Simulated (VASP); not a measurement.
Wanted: the native input for a VASP 6.6.1 run.

```
Task                   : single point
Functional             : PBE
Potentials or basis    : VASP PAW PBE potentials, release 64 (Ti_sv, C)
Cutoff                 : 520 eV
k mesh                 : 10 × 10 × 10
Occupations            : gaussian, width 0.1 eV
Spin                   : no spin polarisation
Dipole correction      : no
Further INCAR settings : ALGO = Normal; EDIFF = 1e-06; NBANDS = 39
```

The structure of Ti4C3 lies in POSCAR:

```
Ti4C3
1.0
    4.2223488448      0.0000000000      0.0000000000
    0.0000000000      4.2223488448      0.0000000000
    0.0000000000      0.0000000000      4.2223488448
Ti C
4 3
Direct
    0.0000000000      0.0000000000      0.0000000000
    0.0000000000      0.5000000000      0.5000000000
    0.5000000000      0.0000000000      0.5000000000
    0.5000000000      0.5000000000      0.0000000000
    0.5000000000      0.0000000000      0.0000000000
    0.0000000000      0.5000000000      0.0000000000
    0.0000000000      0.0000000000      0.5000000000
```

The input as run:

INCAR

```
ALGO = Normal
EDIFF = 1E-6
ENCUT = 520
GGA = PE
ISIF = 2
ISMEAR = 0
LASPH = T
LCHARG = F
LREAL = F
LWAVE = F
NBANDS = 39
NELM = 60
PREC = Accurate
SIGMA = 0.1
```

KPOINTS

```
k-points
0
Gamma
  10 10 10
```

Potentials or basis: VASP PAW PBE potentials, release 64 (Ti_sv, C).

The run is started by

```console
$ cat potpaw_PBE.64/Ti_sv/POTCAR potpaw_PBE.64/C/POTCAR > POTCAR
$ mpirun -np 1 vasp_std > vasp.out
```

Results of the run:

| Quantity | Value |
| --- | --- |
| Pressure | 15.3 GPa |
| Band gap on the k mesh | zero (bands 30 and 31 overlap by 1.20 eV) |

Caveat: the cell stands under pressure.

Run time: 2.8 min on 1 thread of Intel Xeon 8259CL, on a shared host, peak memory 0.25 GiB.
